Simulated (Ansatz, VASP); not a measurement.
## Sb in VASP and in Ansatz

File INCAR:

```
SYSTEM = Sb
PREC = Accurate ; ENCUT = 520
EDIFF = 1E-7 ; ISMEAR = -1
SIGMA = 0.03 ; LREAL = .FALSE.
LASPH = .TRUE. ; NELM = 80
ALGO = Normal ; ISIF = 2
LWAVE = .FALSE. ; LCHARG = .TRUE.
GGA = CA ; LELF = .TRUE.
LVHAR = .TRUE. ; NBANDS = 12
```

File KPOINTS:

```
regular mesh
0
G
  12 12 12
  0 0 0
```

File POSCAR:

```
Sb
1.0
    2.1506003320      1.2416496806      3.7814400000
   -2.1506003320      1.2416496806      3.7814400000
    0.0000000000     -2.4832993611      3.7814400000
Sb
2
Direct
    0.2336400000      0.2336400000      0.2336400000
    0.7663600000      0.7663600000      0.7663600000
```

Input for Ansatz:

```yaml
crystal:
  lattice:
    - [2.150600332, 1.2416496806, 3.78144]
    - [-2.150600332, 1.2416496806, 3.78144]
    - [0.0, -2.4832993611, 3.78144]
  atoms:
    - { symbol: Sb, position: [0.23364, 0.23364, 0.23364] }
    - { symbol: Sb, position: [0.76636, 0.76636, 0.76636] }
kpoints:
  mp_grid: { grid: [12, 12, 12] }
  band_path:
    path:
      - [0.0, 0.0, 0.0]
      - [0.5, 0.5, 0.5]
      - [0.7614559141, 0.2385440859, 0.5]
      - [0.5, -0.2385440859, 0.2385440859]
      - [0.5, 0.0, 0.0]
      - [0.0, 0.0, 0.0]
      - [0.369272043, -0.369272043, 0.0]
      - [0.630727957, 0.0, 0.369272043]
      - [0.5, 0.0, 0.5]
    npoints: 5
scf:
  occupations: { method: fermi_dirac, width: 0.03 }
hamiltonian:
  xc: lda
  pseudopotentials: { kind: all_electron, lapw: { basis_error: 0.0005 } }
output:
  forces: true
  stress: true
  eigenvalues: true
```

Change from the starting cell: zz strain of +1 %.

Alike in both runs: task single point; functional LDA; k mesh 12 × 12 × 12; occupations fermi-dirac, width 0.03 eV; no spin polarisation.

|  | VASP | Ansatz |
| --- | --- | --- |
| version | VASP 6.6.1 | Ansatz 0.2.0 |
| potentials or method | VASP PAW LDA potentials, release 64 (Sb), cutoff 520 eV | all-electron LAPW, scalar-relativistic |

Ansatz gave:

```
pressure (GPa)                                                : -1.3
traceless stress, the component that is largest in VASP (GPa) : -0.48
rms of the force components (eV/Å)                            : 0.002
```

Task: Which values does VASP return?

Result: Pressure (GPa): -1.1; traceless stress, the component that is largest in VASP (GPa): -0.54; rms of the force components (eV/Å): 0.040.

LDA's correlation is that of Perdew and Zunger in VASP and of Perdew and Wang (1992) in Ansatz. Atom by atom the forces differ by 0.038 eV/Å (rms over components). Ansatz ran all-electron here, and VASP with PAW potentials.

Spin-orbit coupling is off throughout.
